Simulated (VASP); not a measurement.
Input of a VASP 6.6.1 run:

INCAR

```
PREC = Accurate
ENCUT = 600
EDIFF = 1E-6
ISMEAR = 0
SIGMA = 0.02
LREAL = False
LASPH = True
NELM = 120
ALGO = Normal
ISIF = 2
LWAVE = False
LCHARG = False
GGA = PS
NBANDS = 11
GGA_COMPAT = False
```

File KPOINTS:

```
Automatic mesh
0
Gamma
  10 10 10
```

POSCAR

```
SiC
1.0
    0.0000000000      2.1784576378      2.1784576378
    2.1784576378      0.0000000000      2.1784576378
    2.1784576378      2.1784576378      0.0000000000
Si C
1 1
Direct
    0.0000000000      0.0000000000      0.0000000000
    0.2500000000      0.2500000000      0.2500000000
```

Potentials or basis: VASP PAW PBE potentials, release 64 (Si, C).

Command:

```bash
$ cat potpaw_PBE.64/Si/POTCAR potpaw_PBE.64/C/POTCAR > POTCAR
$ mpirun -np 1 vasp_std > vasp.out
```

Q: Predict the band gap on the k mesh.

A: 1.23 eV (least direct gap 4.44 eV).

Q: Predict the pressure.

A: 0.2 GPa.

Caveat: the PAW data sets were made with another functional, which shifts forces and pressure a little. A k mesh can miss the band edges.
